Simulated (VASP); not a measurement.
Wanted: the native input for a VASP 6.6.1 run.

* Task: single point
* Functional: PBE
* Potentials or basis: VASP PAW PBE potentials, release 64 (C)
* Cutoff: 520 eV
* k mesh: 12 × 12 × 12
* Occupations: gaussian, width 0.05 eV
* Spin: no spin polarisation
* Dipole correction: no
* Further INCAR settings: ALGO = Normal; EDIFF = 1e-06; NBANDS = 11

The structure of C lies in POSCAR:

```
C
1.0
    0.0000000000      1.7287790241      1.8141807079
    1.7287790241      0.0000000000      1.8141807079
    1.7287790241      1.7287790241      0.0000000000
C
2
Direct
    0.5000000000      0.5000000000      0.5000000000
    0.7500000000      0.7500000000      0.7500000000
```

This cell differs from its parent crystal: volume 5.422 Å^3 an atom, c/a of the conventional cell 1.0494.

One way to write it, as run:

INCAR

```
PREC = Accurate
ENCUT = 520
EDIFF = 1E-6
ISMEAR = 0
SIGMA = 0.05
LREAL = False
LASPH = True
NELM = 100
ALGO = Normal
ISIF = 2
LWAVE = False
LCHARG = False
GGA = PE
NBANDS = 11
```

KPOINTS

```
regular mesh
0
Gamma
  12 12 12
```

Potentials or basis: VASP PAW PBE potentials, release 64 (C).

The run is started by

```console
$ cat potpaw_PBE.64/C/POTCAR > POTCAR
$ mpirun -np 1 vasp_std > vasp.out
```

Results of the run:

```json
{"Pressure": "24.2 GPa", "Band gap on the k mesh": "3.63 eV, indirect (least direct gap 5.27 eV)"}
```

It took 11 s on 1 thread of Intel(R) Xeon(R) Platinum 8488C (Sapphire Rapids) (shared host), peak memory 0.12 GiB.
